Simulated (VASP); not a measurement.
A run of VASP 6.6.1 is set up as follows.

The input INCAR:

```
SYSTEM = Cu
PREC = Accurate
ENCUT = 520
EDIFF = 1E-6
ISMEAR = 1
SIGMA = 0.1
LREAL = .False.
LASPH = .True.
NELM = 120
ALGO = Normal
ISIF = 2
LWAVE = .False.
LCHARG = .False.
LDIPOL = .True.
IDIPOL = 3
DIPOL = 0.5 0.5 0.500
GGA = PS
NBANDS = 72
GGA_COMPAT = .False.
NELMDL = -8
```

File KPOINTS:

```
regular mesh
0
Gamma
  7 7 1
  0 0 0
```

POSCAR

```
Cu
1.0
    7.9674482420      0.0000000000      0.0000000000
   -6.3739585930      1.9516182740      0.0000000000
    0.0000000000      0.0000000000     23.2732518790
Cu
11
Direct
    0.0000000000      0.0000000000      0.3437422515
    0.8333333333      0.1666666667      0.3749938012
    0.6666666667      0.3333333333      0.4062453509
    0.5000000000      0.5000000000      0.4374969006
    0.3333333333      0.6666666667      0.4687484503
    0.1666666667      0.8333333333      0.5000000000
    1.0000000000      1.0000000000      0.5312515497
    0.8333333333      0.1666666667      0.5625030994
    0.6666666667      0.3333333333      0.5937546491
    0.5000000000      0.5000000000      0.6250061988
    0.3333333333      0.6666666667      0.6562577485
```

Potentials or basis: VASP PAW PBE potentials, release 64 (Cu).

Launch:

```console
$ cat potpaw_PBE.64/Cu/POTCAR > POTCAR
$ mpirun -np 1 vasp_std > vasp.out
```

Problem. What does it give for the largest force?

Solution. 0.526 eV/Å.

Problem. What does it give for the band gap on the k mesh?

Solution. Zero (an odd number of electrons rules out a gap without spin polarisation).

Forces in eV/Å, atoms in the order of the input:
```
Cu  -0.079  0.065  0.516
Cu   0.045 -0.037  0.023
Cu   0.036 -0.029 -0.283
Cu   0.075 -0.062 -0.241
Cu  -0.042  0.034 -0.010
Cu   0.000  0.000  0.000
Cu   0.042 -0.034  0.010
Cu  -0.075  0.062  0.241
Cu  -0.036  0.029  0.283
Cu  -0.045  0.037 -0.023
Cu   0.079 -0.065 -0.516
```

Caveat: the PAW data sets were made with another functional, which shifts forces and pressure a little.
